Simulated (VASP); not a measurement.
A run of VASP 6.6.1 is set up as follows.

Contents of POSCAR:

```
NbSi
1.0
    3.1564400000      0.0000000000      0.0000000000
    0.0000000000      3.1564400000      0.0000000000
    0.0000000000      0.0000000000      3.1564400000
Nb Si
1 1
Direct
    0.0000000000      0.0000000000      0.0000000000
    0.5000000000      0.5000000000      0.5000000000
```

The input INCAR.step1:

```
PREC = Accurate
ENCUT = 600
ISMEAR = -1
SIGMA = 0.05
LREAL = False
LASPH = True
NELM = 150
LMAXMIX = 4
LDAU = True
LDAUTYPE = 2
LDAUL = 2 -1
LDAUU = 3 0
LDAUJ = 0 0
GGA = PE
ALGO = Normal
EDIFF = 1E-4
LWAVE = True
LCHARG = False
```

File INCAR.step2:

```
PREC = Accurate
ENCUT = 600
EDIFF = 1E-6
ISMEAR = -1
SIGMA = 0.05
LREAL = False
LASPH = True
NELM = 150
ALGO = Normal
ISIF = 3
LWAVE = False
LCHARG = False
LMAXMIX = 4
LDAU = True
LDAUTYPE = 2
LDAUL = 2 -1
LDAUU = 3 0
LDAUJ = 0 0
LDAUPRINT = 1
METAGGA = R2SCAN
LMIXTAU = True
IBRION = 2
NSW = 60
EDIFFG = -0.01
ISTART = 1
```

Contents of KPOINTS:

```
Automatic mesh
0
Gamma
  8 8 8
```

Potentials or basis: VASP PAW PBE potentials, release 64 (Nb_sv, Si).

Command:

```console
$ cat potpaw_PBE.64/Nb_sv/POTCAR potpaw_PBE.64/Si/POTCAR > POTCAR
$ cp INCAR.step1 INCAR
$ mpirun -np 1 vasp_std > vasp.out
$ cp INCAR.step2 INCAR
$ mpirun -np 1 vasp_std > vasp.out
```

(1) Predict the relaxed volume.

(2) What does it give for the space group after relaxing (to 0.1 Å)?

Answers

(1) 15.97 Å³/atom.

(2) Pm-3m (No. 221).

Caveat: the PAW data sets were made with another functional, which shifts forces and pressure a little; an odd number of electrons without spin polarisation forces a metal; a magnetic or distorted state may lie lower; U without spin polarisation on a metal has little footing; the U is typed as a test and isn't derived for this compound.
